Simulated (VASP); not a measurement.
Au, 2 atoms in the cell. The structure is hexagonal, space group P6_3/mmc (No. 194). The conventional cell has a = 2.900 Å, b = 2.900 Å, c = 5.124 Å, α = 90.00°, β = 90.00°, γ = 120.00°. Au (site symmetry -6m2) has 12 Au at 2.90 to 3.06 Å within 3.8 Å.  This cell differs from its parent crystal: strain +0.000 along x and y, +0.050 along z.

```yaml
Program: VASP 6.6.1
Task: single point
Functional: PBEsol
Potentials_or_basis: VASP PAW PBE potentials, release 64 (Au)
Cutoff: 520 eV
k_mesh: 18 × 18 × 10
Occupations: gaussian, width 0.15 eV
Spin: no spin polarisation
Dipole_correction: no
Further_INCAR_settings: ALGO = Fast; EDIFF = 1e-07; NBANDS = 18
```

Potentials or basis: VASP PAW PBE potentials, release 64 (Au).

Command:

```console
$ cat potpaw_PBE.64/Au/POTCAR > POTCAR
$ mpirun -np 1 vasp_std > vasp.out
```

Hardware: 1 thread of Intel(R) Xeon(R) Platinum 8488C (Sapphire Rapids), with other jobs on the host.

Estimate the wall time of this run.

Run time: 69 s on 1 thread of Intel(R) Xeon(R) Platinum 8488C (Sapphire Rapids) (shared host), peak memory 0.25 GiB. Counts: scf iterations 13, k points 222.
